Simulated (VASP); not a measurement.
Runs of VASP 6.6.1 on Si3Ge. The structure is that of space group Fm-3m (No. 225), or close to it. The cells are those of the table. 

| task | cell | k mesh | cutoff (eV) | gap on the mesh (eV) | pressure (GPa) | relaxed volume (Å³/atom) |
| --- | --- | --- | --- | --- | --- | --- |
| relaxation of cell and atoms | relaxed from a = 4.487 Å, angles 60.0°, 4 atoms | 6 × 6 × 6 | 600 | - | -0.1 | 16.18 |
| relaxation of cell and atoms | relaxed from a = 4.505 Å, angles 60.0°, 4 atoms | 12 × 12 × 12 | 600 | - | 0.0 | 15.91 |
| single point | a = 4.487 Å, angles 60.0°, 4 atoms | 4 × 4 × 4 | 520 | none | 0.0 | - |
| relaxation of cell and atoms | relaxed from a = 4.590 Å, angles 60.0°, 4 atoms | 4 × 4 × 4 | 600 | none | -0.1 | 15.98 |
| single point | a = 4.481 Å, angles 60.0°, 4 atoms | 12 × 12 × 12 | 520 | none | 0.0 | - |
| single point | a = 4.505 Å, angles 60.0°, 4 atoms | 6 × 6 × 6 | 520 | none | -0.1 | - |
| single point | a = 4.590 Å, angles 60.0°, 4 atoms | 4 × 4 × 4 | 520 | none | (a) | - |

Alike in all rows: level PBE; potentials or basis VASP PAW PBE potentials, release 64 (Si, Ge_d); no spin polarisation; smearing gaussian 0.1 eV.

Question: Fill in the values left out.

Answer: (a) -4.8.

Caveats: some runs use coarse meshes; the bands computed are all filled at some k points, so no gap is given (some runs).

A k mesh can miss the band edges, and the runs leave out spin-orbit coupling on Ge.

A gap of «none» marks levels without a gap at the run's occupations.
